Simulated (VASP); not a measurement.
NaAl (CsCl type), 2 atoms in the cell. It takes space group Pm-3m (No. 221, cubic). The conventional cell has a = 3.518 Å, b = 3.518 Å, c = 3.518 Å, α = 90.00°, β = 90.00°, γ = 90.00°. Na (site symmetry m-3m) has 8 Al at 3.05 Å and 6 Na at 3.52 Å within 4.0 Å. Within 4.0 Å of Al (site symmetry m-3m) lie 8 Na at 3.05 Å and 6 Al at 3.52 Å. 

* Program: VASP 6.6.1
* Task: electric field gradients
* Functional: LDA
* Potentials or basis: VASP PAW LDA potentials, release 64 (Na_pv, Al)
* Cutoff: 520 eV
* k mesh: 11 × 11 × 11
* Occupations: fermi-dirac, width 0.05 eV
* Spin: no spin polarisation
* Dipole correction: no
* Further INCAR settings: ALGO = Normal; EDIFF = 1e-08; NBANDS = 12

Potentials or basis: VASP PAW LDA potentials, release 64 (Na_pv, Al).

The run is started by

```console
$ cat potpaw_LDA.64/Na_pv/POTCAR potpaw_LDA.64/Al/POTCAR > POTCAR
$ mpirun -np 1 vasp_std > vasp.out
```

Hardware: 1 thread of Intel(R) Xeon(R) Platinum 8259CL CPU @ 2.50GHz (Skylake/Cascade Lake), with other jobs on the host.

Task: How long does it take, and how much memory?

Result: Wall time 23 s on 1 thread of Intel(R) Xeon(R) Platinum 8259CL CPU @ 2.50GHz (Skylake/Cascade Lake), on a shared host, peak memory 0.14 GiB. Counts: scf iterations 12, k points 56.
